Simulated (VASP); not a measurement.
# BeZn3Te4 (I-42m) in VASP: density of states with PBEsol

Aim: the density of states of BeZn3Te4 with PBEsol.

Everything below comes from runs of VASP 6.6.1. Logs are shortened: lines on timing, memory, paths and dates and some standing lists are left out, and cuts for length are marked.

### Step 1. The cell of the first run

It takes space group I-42m (No. 121, tetragonal). Conventional cell: a = 6.050 Å, b = 6.050 Å, c = 12.076 Å, α = 90.00°, β = 90.00°, γ = 90.00°. Within 3.3 Å of Be (site symmetry -42m) lie 4 Te at 2.47 Å. Within 3.5 Å of Zn (site symmetry -42m) lie 4 Te at 2.68 Å. Within 3.5 Å of Zn (site symmetry -4) lie 4 Te at 2.66 Å. Within 3.3 Å of Te (site symmetry m) lie 1 Be at 2.47 Å and 3 Zn at 2.66 to 2.68 Å.

### Step 2. Density of states, PBEsol

Input file POSCAR:

```
BeZn3Te4
1.0
   -3.0250219000      3.0250219000      6.0379288000
    3.0250219000     -3.0250219000      6.0379288000
    3.0250219000      3.0250219000     -6.0379288000
Be Zn Te
1 3 4
Direct
    0.5000000000      0.5000000000      0.0000000000
    0.0000000000      0.0000000000      0.0000000000
    0.2500000000      0.7500000000      0.5000000000
    0.7500000000      0.2500000000      0.5000000000
    0.8544870000      0.8544870000      0.4707150000
    0.3837720000      0.3837720000      0.5292850000
    0.1455130000      0.6162280000      0.0000000000
    0.6162280000      0.1455130000      0.0000000000
```

Input file INCAR.step1:

```
PREC = Accurate
ENCUT = 520
EDIFF = 1E-7
ISMEAR = 0
SIGMA = 0.02
LREAL = False
LASPH = True
NELM = 80
ALGO = Normal
ISIF = 2
LWAVE = False
LCHARG = True
GGA = PS
NBANDS = 41
```

Input file KPOINTS.step1:

```
Automatic mesh
0
Gamma
  6 6 6
```

Input file INCAR.step2:

```
PREC = Accurate
ENCUT = 520
EDIFF = 1E-7
ISMEAR = -5
SIGMA = 0.02
LREAL = False
LASPH = True
NELM = 80
ALGO = Normal
ISIF = 2
LWAVE = False
LCHARG = False
GGA = PS
LORBIT = 11
NBANDS = 41
NEDOS = 1001
ICHARG = 11
```

Input file KPOINTS.step2:

```
Automatic mesh
0
Gamma
  9 9 9
```

Potentials or basis: VASP PAW PBE potentials, release 64 (Be, Zn, Te).

Launch:

```sh
$ cat potpaw_PBE.64/Be/POTCAR potpaw_PBE.64/Zn/POTCAR potpaw_PBE.64/Te/POTCAR > POTCAR
$ cp INCAR.step1 INCAR
$ cp KPOINTS.step1 KPOINTS
$ mpirun -np 1 vasp_std > vasp.out
$ cp INCAR.step2 INCAR
$ cp KPOINTS.step2 KPOINTS
$ mpirun -np 1 vasp_std > vasp.out
```

OUTCAR:

```text
PREC = Accurate
   ENCUT = 520
   EDIFF = 1E-7
   ISMEAR = -5
   LREAL = False
   LASPH = True
   NELM = 80
   ISIF = 2
   GGA = PS
   LORBIT = 11
   ICHARG = 11

 ion  position               nearest neighbor table
   1  0.500  0.500  0.000-   5 2.47   6 2.47   7 2.47   8 2.47
   2  0.000  0.000  0.000-   6 2.68   7 2.68   8 2.68   5 2.68
   3  0.250  0.750  0.500-   6 2.66   7 2.66   8 2.66   5 2.66
   4  0.750  0.250  0.500-   6 2.66   8 2.66   7 2.66   5 2.66
   5  0.854  0.854  0.471-   1 2.47   3 2.66   4 2.66   2 2.68
   6  0.384  0.384  0.529-   1 2.47   3 2.66   4 2.66   2 2.68
   7  0.146  0.616  0.000-   1 2.47   3 2.66   4 2.66   2 2.68
   8  0.616  0.146  0.000-   1 2.47   4 2.66   3 2.66   2 2.68

  LATTYP: Found a body centered tetragonal cell.
 ALAT       =     6.0500438000
 C/A-ratio  =     1.9959950703

  Lattice vectors:

 A1 = (  -3.0250219000,   3.0250219000,   6.0379288000)
 A2 = (   3.0250219000,  -3.0250219000,   6.0379288000)
 A3 = (   3.0250219000,   3.0250219000,  -6.0379288000)

Analysis of symmetry for initial positions (statically):
=====================================================================
 Subroutine PRICEL returns:
 Original cell was already a primitive cell.

 Routine SETGRP: Setting up the symmetry group for a
 body centered tetragonal supercell.

 Subroutine GETGRP returns: Found  8 space group operations
 (whereof  8 operations were pure point group operations)
 out of a pool of 16 trial point group operations.

The static configuration has the point symmetry D_2d.

Analysis of symmetry for dynamics (positions and initial velocities):
=====================================================================
 Subroutine PRICEL returns:
 Original cell was already a primitive cell.

 Routine SETGRP: Setting up the symmetry group for a
 body centered tetragonal supercell.

 Subroutine GETGRP returns: Found  8 space group operations
 (whereof  8 operations were pure point group operations)
 out of a pool of 16 trial point group operations.

The dynamic configuration has the point symmetry D_2d.

 Subroutine INISYM returns: Found  8 space group operations
 (whereof  8 operations are pure point group operations),
 and found     1 'primitive' translations

----------------------------------------------------------------------------------------

                                     Primitive cell

[... 121 lines left out ...]
   IALGO  =     38    algorithm
   IMIX   =      4    mixing-type and parameters
     AMIX     =   0.40;   BMIX     =  1.00
     AMIX_MAG =   1.60;   BMIX_MAG =  1.00
  volume/ion in A,a.u.               =      27.63       186.43
  Fermi-wavevector in a.u.,A,eV,Ry     =   1.071693  2.025206 15.626643  1.148526
  Thomas-Fermi vector in A             =   2.207441
   LORBIT       =     11    0 simple, 1 ext, 2 COOP (PROOUT), +10 PAW based schemes
   GGA     = PS    functional components
   LHFCALC =     F    Hartree Fock is set to
   AEXX    =    0.0000 exact exchange contribution
   IVDW    =     0    specifies the selected vdW correction
   LEPSILON=     F    determine dielectric tensor
   LRPA    =     F    only Hartree local field effects (RPA)
 non-spin polarized calculation
 Fermi weights with tetrahedron method with Bloechl corrections
  energy-cutoff  :      520.00
  volume of cell :      221.01
 maximum number of plane-waves:      5990

 number of electron      61.9999964 magnetization

 Free energy of the ion-electron system (eV)
  ---------------------------------------------------
  ext. energy  EPLUGINS =         0.00000000
  ---------------------------------------------------
  free energy    TOTEN  =       -25.84205373 eV

  energy without entropy =      -25.84205373  energy(sigma->0) =      -25.84205373

 E-fermi :   3.2005     XC(G=0):  -9.0406

 val. band max:        3.1997228753   @ k =   0.0000   0.0000   0.0000
 cond. band min:       4.7249728376   @ k =   0.0000   0.0000   0.0000
 fundamental gap:      1.5252499624
 Fermi energy:         3.2005320493

 k-point     1 :       0.0000    0.0000    0.0000
  band No.  band energies     occupation
      1      -8.5483      2.00000
      2      -7.2923      2.00000
      3      -7.2763      2.00000
      4      -7.2763      2.00000
      5      -3.5844      2.00000
      6      -3.5648      2.00000
[... 1045 lines left out ...]
     40       8.3409      0.00000
     41       8.3832      0.00000

 [... further k-points ...]

------------------------ aborting loop because EDIFF is reached ----------------------------------------

  FORCE on cell =-STRESS in cart. coord.  units (eV):
  Direction    XX          YY          ZZ          XY          YZ          ZX
  --------------------------------------------------------------------------------------
  -------------------------------------------------------------------------------------
  Total       -3.0541407     -3.0541407     -3.0419984      0.0000000      0.0000000      0.0000000
  in kB      -22.1408659    -22.1408659    -22.0528409      0.0000000      0.0000000      0.0000000
  external PRESSURE =     -22.1115242 kB  Pullay stress =       0.0000000 kB

 VOLUME and BASIS-vectors are now :
 -----------------------------------------------------------------------------
  energy-cutoff  :      520.00
  volume of cell :      221.01
      direct lattice vectors                 reciprocal lattice vectors
    -3.025021900  3.025021900  6.037928800     0.000000000  0.165288060  0.082809854
     3.025021900 -3.025021900  6.037928800     0.165288060  0.000000000  0.082809854
     3.025021900  3.025021900 -6.037928800     0.165288060  0.165288060  0.000000000

 POSITION                                       TOTAL-FORCE (eV/Angst)
 -----------------------------------------------------------------------------------
      0.00000      0.00000      6.03793        -0.000000      0.000000      0.000000
      0.00000      0.00000      0.00000        -0.000000      0.000000      0.000000
      3.02502      0.00000      3.01896         0.000000      0.000000      0.000000
      0.00000      3.02502      3.01896         0.000000      0.000000      0.000000
      1.42392      1.42392      7.47652         0.058728      0.058728      0.062098
      1.60110      1.60110      1.43859        -0.058728     -0.058728      0.062098
      1.42392     -1.42392      4.59934         0.058728     -0.058728     -0.062098
     -1.42392      1.42392      4.59934        -0.058728      0.058728     -0.062098
 -----------------------------------------------------------------------------------
    total drift:                                0.000001      0.000001     -0.000003

  FREE ENERGIE OF THE ION-ELECTRON SYSTEM (eV)
  ---------------------------------------------------
  free  energy   TOTEN  =       -25.8420537312 eV

  energy  without entropy=      -25.8420537312  energy(sigma->0) =      -25.84205373

 total charge

# of ion       s       p       d       tot
------------------------------------------
    1        0.362   0.524   0.000   0.886
    2        0.551   0.401   9.757  10.708
    3        0.555   0.418   9.757  10.730
    4        0.555   0.418   9.757  10.730
    5        1.345   2.063   0.027   3.435
    6        1.345   2.063   0.027   3.435
    7        1.345   2.063   0.027   3.435
    8        1.345   2.063   0.027   3.435
--------------------------------------------------
tot          7.403  10.011  29.380  46.793
```

OUTCAR.step1:

```text
PREC = Accurate
   ENCUT = 520
   EDIFF = 1E-7
   ISMEAR = 0
   LREAL = False
[... 1301 lines left out ...]
      1.42392      1.42392      7.47652         0.058675      0.058675      0.062098
      1.60110      1.60110      1.43859        -0.058675     -0.058675      0.062098
      1.42392     -1.42392      4.59934         0.058675     -0.058675     -0.062098
     -1.42392      1.42392      4.59934        -0.058675      0.058675     -0.062098
 -----------------------------------------------------------------------------------
    total drift:                                0.000001      0.000001     -0.000003

  FREE ENERGIE OF THE ION-ELECTRON SYSTEM (eV)
  ---------------------------------------------------
  free  energy   TOTEN  =       -25.8429561476 eV

  energy  without entropy=      -25.8429561476  energy(sigma->0) =      -25.84295615
```

OSZICAR.step1:

```text
N       E                     dE             d eps       ncg     rms          rms(c)
DAV:   1     0.391947825333E+03    0.39195E+03   -0.26167E+04  2460   0.150E+03
DAV:   2     0.150966632413E+02   -0.37685E+03   -0.35828E+03  2526   0.333E+02
DAV:   3    -0.252969981189E+02   -0.40394E+02   -0.39630E+02  2906   0.111E+02
DAV:   4    -0.266750354603E+02   -0.13780E+01   -0.13741E+01  2877   0.190E+01
DAV:   5    -0.267110067607E+02   -0.35971E-01   -0.35968E-01  3189   0.292E+00    0.853E+00
DAV:   6    -0.258825376500E+02    0.82847E+00   -0.26826E+00  3123   0.313E+01    0.627E+00
DAV:   7    -0.258490497778E+02    0.33488E-01   -0.93868E-01  2949   0.545E+00    0.281E+00
DAV:   8    -0.258430079730E+02    0.60418E-02   -0.29378E-02  2930   0.163E+00    0.803E-01
DAV:   9    -0.258429171991E+02    0.90774E-04   -0.84153E-03  3126   0.191E+00    0.190E-01
DAV:  10    -0.258428362267E+02    0.80972E-04   -0.18058E-03  3019   0.999E-01    0.787E-02
DAV:  11    -0.258429326428E+02   -0.96416E-04   -0.66833E-04  3220   0.234E-01    0.304E-02
DAV:  12    -0.258429502438E+02   -0.17601E-04   -0.20941E-04  2779   0.305E-01    0.210E-02
DAV:  13    -0.258429546446E+02   -0.44008E-05   -0.34319E-05  3069   0.976E-02    0.110E-02
DAV:  14    -0.258429557143E+02   -0.10697E-05   -0.86946E-06  2764   0.239E-02    0.555E-03
DAV:  15    -0.258429560850E+02   -0.37067E-06   -0.32189E-06  2891   0.388E-02    0.243E-03
DAV:  16    -0.258429561476E+02   -0.62578E-07   -0.68517E-07  2834   0.125E-02
   1 F= -.25842956E+02 E0= -.25842956E+02  d E =-.114546E-14
```

Run time: 16 min. Hardware: 1 thread of Intel Xeon 6975P-C (Granite Rapids), shared host; peak memory 0.79 GiB.

Results:

```
Valence electrons inside the program's atomic spheres : Be 0.89; Zn 10.71, 10.73; Te 3.44
```

Caveat: the PAW data sets were made with another functional, which shifts forces and pressure a little; spin-orbit coupling is left out, which moves the levels of the heavy elements.
